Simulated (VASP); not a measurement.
SiGe2S, 4 atoms in the cell. The structure is hexagonal, space group P-6m2 (No. 187). The conventional cell has a = 3.660 Å, b = 3.660 Å, c = 6.486 Å, α = 90.00°, β = 90.00°, γ = 120.00°. Within 3.4 Å of Si (site symmetry -6m2) lie 6 Ge at 2.59 Å. Within 3.4 Å of Ge (site symmetry 3m) lie 3 Si at 2.59 Å and 3 S at 2.75 Å and 1 Ge at 2.98 Å. Within 3.6 Å of S (site symmetry -6m2) lie 6 Ge at 2.75 Å. 

| Property | Result |
| --- | --- |
| Program | VASP 6.6.1 |
| Task | single point |
| Functional | PBE |
| Potentials or basis | VASP PAW PBE potentials, release 64 (Si, Ge_d, S) |
| Cutoff | 520 eV |
| k mesh | 6 × 6 × 4 |
| Occupations | gaussian, width 0.1 eV |
| Spin | no spin polarisation |
| Dipole correction | no |
| Further INCAR settings | ALGO = Normal; EDIFF = 1e-07; NBANDS = 27 |

Potentials or basis: VASP PAW PBE potentials, release 64 (Si, Ge_d, S).

The run is started by

```bash
$ cat potpaw_PBE.64/Si/POTCAR potpaw_PBE.64/Ge_d/POTCAR potpaw_PBE.64/S/POTCAR > POTCAR
$ mpirun -np 1 vasp_std > vasp.out
```

Hardware: 1 thread of Intel Xeon 6975P-C (shared host).

Q: Estimate the wall time of this run.

A: Run time: 39 s on 1 thread of Intel Xeon 6975P-C (shared host), peak memory 0.2 GiB. Counts: scf iterations 15, k points 21.
